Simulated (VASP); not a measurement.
NaS3, 4 atoms in the cell. Symmetry: Fm-3m, No. 225, cubic system. Conventional cell: a = 6.635 Å, b = 6.635 Å, c = 6.635 Å, α = 90.00°, β = 90.00°, γ = 90.00°. Na (site symmetry m-3m) has 14 S at 2.87 to 3.32 Å within 3.8 Å. Within 3.8 Å of S (site symmetry m-3m) lie 8 S at 2.87 Å and 6 Na at 3.32 Å. Within 3.8 Å of S (site symmetry -43m) lie 4 Na at 2.87 Å and 10 S at 2.87 to 3.32 Å. 

| Quantity | Value |
| --- | --- |
| Program | VASP 6.6.1 |
| Task | single point |
| Functional | PBE |
| Potentials or basis | VASP PAW PBE potentials, release 64 (Na_pv, S) |
| Cutoff | 520 eV |
| k mesh | 12 × 12 × 12 |
| Occupations | gaussian, width 0.1 eV |
| Spin | no spin polarisation |
| Dipole correction | no |
| Further INCAR settings | ALGO = Normal; EDIFF = 1e-06; NBANDS = 20 |

Potentials or basis: VASP PAW PBE potentials, release 64 (Na_pv, S).

Run with:

```sh
$ cat potpaw_PBE.64/Na_pv/POTCAR potpaw_PBE.64/S/POTCAR > POTCAR
$ mpirun -np 1 vasp_std > vasp.out
```

Hardware: 1 thread of AMD EPYC 7R43 64-Core Processor (Zen 3), on a shared host.

Problem. How long does it take, and how much memory?

Solution. Wall time 69 s on 1 thread of AMD EPYC 7R43 64-Core Processor (Zen 3), on a shared host, peak memory 0.21 GiB. Counts: scf iterations 12, k points 72.
